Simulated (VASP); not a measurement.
Set up this calculation in VASP 6.6.1, as the native input.

```yaml
Task: single point
Functional: PBEsol
Potentials_or_basis: VASP PAW PBE potentials, release 64 (Mo_sv)
Cutoff: 520 eV
k_mesh: 26 × 26 × 26
Occupations: gaussian, width 0.15 eV
Spin: no spin polarisation
Dipole_correction: no
Further_INCAR_settings: ALGO = Fast; EDIFF = 1e-06; NBANDS = 13
```

The structure of Mo lies in POSCAR:

```
Mo
1.0
   -1.5646534271      1.5646534271      1.4864207557
    1.5646534271     -1.5646534271      1.4864207557
    1.5646534271      1.5646534271     -1.4864207557
Mo
1
Direct
    0.0000000000      0.0000000000      0.0000000000
```

This cell differs from its parent crystal: strain +0.000 along x and y, -0.050 along z.

The input as run:

INCAR

```
  ALGO = Fast
  EDIFF = 1E-6
  ENCUT = 520
  GGA = PS
  ISIF = 2
  ISMEAR = 0
  LASPH = True
  LCHARG = False
  LREAL = False
  LWAVE = False
  NBANDS = 13
  NELM = 80
  PREC = Accurate
  SIGMA = 0.15
```

KPOINTS

```
k-points
0
Gamma
  26 26 26
```

Potentials or basis: VASP PAW PBE potentials, release 64 (Mo_sv).

Command:

```sh
$ cat potpaw_PBE.64/Mo_sv/POTCAR > POTCAR
$ mpirun -np 1 vasp_std > vasp.out
```

Results of the run:

```
Pressure               : 17.2 GPa
Band gap on the k mesh : zero (bands 7 and 8 overlap by 5.79 eV)
```

Caveat: the cell differs from its parent crystal (strain +0.000 along x and y, -0.050 along z); the stress differs along the axes, from 11 to 30 GPa; the PAW data sets were made with another functional, which shifts forces and pressure a little.

It took 82 s on 1 thread of Intel(R) Xeon(R) 6975P-C (Granite Rapids), with other jobs on the host, peak memory 0.32 GiB.
